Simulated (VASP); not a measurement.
Write the native input for VASP 6.6.1 that does the following.

* Task: single point
* Functional: PBE
* Potentials or basis: VASP PAW PBE potentials, release 64 (Rb_sv, O, Pd)
* Cutoff: 520 eV
* k mesh: 5 × 5 × 5
* Occupations: fermi-dirac, width 0.1 eV
* Spin: no spin polarisation
* Dipole correction: no
* Further INCAR settings: ALGO = Normal; EDIFF = 1e-06; NBANDS = 28

The structure of Rb2PdO2 lies in POSCAR:

```
Rb2PdO2
1.0
    0.0000000000      4.2511993142      0.0000001575
    4.2511993142      0.0000000000      0.0000001575
    2.1255999113      2.1255999113     -6.8615896153
Rb O Pd
2 2 1
Direct
    0.3492176493      0.3492176493      0.3015647014
    0.6507823507      0.6507823507      0.6984352986
    0.1362744147      0.1362744147      0.7274511707
    0.8637255853      0.8637255853      0.2725488293
    0.0000000000      0.0000000000      0.0000000000
```

The input as run:

INCAR

```
SYSTEM = Rb2PdO2
PREC = Accurate
ENCUT = 520
EDIFF = 1E-6
ISMEAR = -1
SIGMA = 0.1
LREAL = .False.
LASPH = .True.
NELM = 60
ALGO = Normal
ISIF = 2
LWAVE = .False.
LCHARG = .False.
GGA = PE
NBANDS = 28
```

KPOINTS

```
Automatic mesh
0
Gamma
  5 5 5
  0 0 0
```

Potentials or basis: VASP PAW PBE potentials, release 64 (Rb_sv, O, Pd).

The run is started by

```bash
$ cat potpaw_PBE.64/Rb_sv/POTCAR potpaw_PBE.64/O/POTCAR potpaw_PBE.64/Pd/POTCAR > POTCAR
$ mpirun -np 1 vasp_std > vasp.out
```

It gave:

```
Pressure               : 0.0 GPa
Largest force          : 0.017 eV/Å
Band gap on the k mesh : zero (band 20 reaches 1.09 eV, above the bottom of band 21 at 0.96 eV)
```

Wall time 64 s on 1 thread of Oxide Virtual Turin-like Processor, with other jobs on the host, peak memory 0.21 GiB.
